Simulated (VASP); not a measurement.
Write the native input for VASP 6.6.1 that does the following.

```yaml
Task: single point
Functional: r2SCAN
Potentials_or_basis: VASP PAW PBE potentials, release 64 (B, N)
Cutoff: 520 eV
k_mesh: 12 × 12 × 6
Occupations: gaussian, width 0.05 eV
Spin: no spin polarisation
Dipole_correction: no
Further_INCAR_settings: ALGO = Normal; EDIFF = 1e-06; NBANDS = 16
```

BN:

```xyz
4
Lattice="2.5539 0.0000 0.0000 -1.2770 2.2118 0.0000 0.0000 0.0000 4.2269" Properties=species:S:1:pos:R:3 pbc="T T T"
B     1.3780    0.8383    4.3267
B     0.1010    1.5756    2.2133
N     1.2770    0.7373    2.6430
N     0.0000    1.4745    0.5295
```

This cell differs from its parent crystal: all B atoms moved +0.175 Å, as atom 1 along Cartesian [1 1 1].

One way to write it, as run:

POSCAR

```
BN
1.0
    2.5539396017      0.0000000000      0.0000000000
   -1.2769698009      2.2117765748      0.0000000000
    0.0000000000      0.0000000000      4.2268550000
B N
2 2
Direct
    0.7290681543      0.3790143927      1.0236274216
    0.3957348210      0.7123477261      0.5236274216
    0.6666666667      0.3333333333      0.6252760000
    0.3333333333      0.6666666667      0.1252760000
```

INCAR.step1

```
SYSTEM = BN
PREC = Accurate
ENCUT = 520
ISMEAR = 0
SIGMA = 0.05
LREAL = .FALSE.
LASPH = .TRUE.
NELM = 100
NBANDS = 16
GGA = PE
ALGO = Normal
EDIFF = 1E-4
LWAVE = .TRUE.
LCHARG = .FALSE.
```

INCAR.step2

```
SYSTEM = BN
PREC = Accurate
ENCUT = 520
EDIFF = 1E-6
ISMEAR = 0
SIGMA = 0.05
LREAL = .FALSE.
LASPH = .TRUE.
NELM = 100
ALGO = Normal
ISIF = 2
LWAVE = .FALSE.
LCHARG = .FALSE.
METAGGA = R2SCAN
LMIXTAU = .TRUE.
NBANDS = 16
ISTART = 1
```

KPOINTS

```
Automatic mesh
0
G
  12 12 6
  0 0 0
```

Potentials or basis: VASP PAW PBE potentials, release 64 (B, N).

The run is started by

```sh
$ cat potpaw_PBE.64/B/POTCAR potpaw_PBE.64/N/POTCAR > POTCAR
$ cp INCAR.step1 INCAR
$ mpirun -np 1 vasp_std > vasp.out
$ cp INCAR.step2 INCAR
$ mpirun -np 1 vasp_std > vasp.out
```

It gave:

```
Pressure               : 7.0 GPa
Largest force          : 5.348 eV/Å
Band gap on the k mesh : 5.49 eV, indirect (least direct gap 7.59 eV)
```

Caveat: the cell differs from its parent crystal (all B atoms moved +0.175 Å, as atom 1 along Cartesian [1 1 1]); the PAW data sets were made with another functional, which shifts forces and pressure a little.

It took 8.7 min on 1 thread of Intel(R) Xeon(R) Platinum 8259CL CPU @ 2.50GHz (Skylake/Cascade Lake) (shared host), peak memory 0.24 GiB.
